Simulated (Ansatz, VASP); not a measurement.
**AlN in VASP and in Ansatz**

The input INCAR:

```
PREC = Accurate ; ENCUT = 520
EDIFF = 1E-6 ; ISMEAR = 0
SIGMA = 0.02 ; LREAL = False
LASPH = True ; NELM = 80
ALGO = Normal ; ISIF = 2
LWAVE = False ; LCHARG = True
GGA = PS ; LELF = True
LVHAR = True ; NBANDS = 16
```

KPOINTS

```
Automatic mesh
0
Gamma
  9 9 6
```

File POSCAR:

```
AlN
1.0
    3.1607470760      0.0031421122     -0.0311100215
   -1.5776523890      2.7325639846      0.0000094370
   -0.0497800000     -0.0287230600      5.0404241200
Al N
2 2
Direct
    0.3209780894      0.6604890448     -0.0033491923
    0.6472388028      0.3236194014      0.5082734879
    0.3473479164      0.6736739582      0.3578691338
    0.6844351914      0.3422175956      0.9072065705
```

Input for Ansatz:

```yaml
crystal:
  lattice:
    - [3.160747076, 0.0031421122, -0.0311100215]
    - [-1.577652389, 2.7325639846, 9.437e-06]
    - [-0.04978, -0.02872306, 5.04042412]
  atoms:
    - { symbol: Al, position: [0.3209780894, 0.6604890448, -0.0033491923] }
    - { symbol: Al, position: [0.6472388028, 0.3236194014, 0.5082734879] }
    - { symbol: "N", position: [0.3473479164, 0.6736739582, 0.3578691338] }
    - { symbol: "N", position: [0.6844351914, 0.3422175956, 0.9072065705] }
basis:
  ecutwfc: 420
kpoints:
  mp_grid: { grid: [9, 9, 6] }
hamiltonian:
  xc: pbesol
scf:
  occupations: { method: gaussian, width: 0.02 }
output:
  forces: true
  stress: true
  eigenvalues: true
```

Alike in both runs: task single point; functional PBEsol; k mesh 9 × 9 × 6; occupations gaussian, width 0.02 eV; no spin polarisation.

```csv
,VASP,Ansatz
version,VASP 6.6.1,Ansatz 0.2.0
potentials or method,"VASP PAW PBE potentials, release 64 (Al, N), cutoff 520 eV","scalar-relativistic, plane waves, PAW"
valence electrons in the cell,16,16
```

Ansatz gave:

| Property | Result |
| --- | --- |
| gap on the k mesh at the Fermi level (eV) | 3.32 |
| least direct gap on the mesh (eV) | 3.32 |
| pressure (GPa) | -4.5 |
| traceless stress, the component that is largest in VASP (GPa) | 4.22 |
| rms of the force components (eV/Å) | 1.511 |

Q: What did VASP give for the same quantities?

A: gap on the k mesh at the Fermi level (eV): 3.33; least direct gap on the mesh (eV): 3.33; pressure (GPa): -4.6; traceless stress, the component that is largest in VASP (GPa): 4.28; rms of the force components (eV/Å): 1.521.

VASP's potentials were made for PBE, not for PBEsol. Atom by atom the forces differ by 0.012 eV/Å (rms over components). Ansatz's warnings: near symmetry operations not taken.
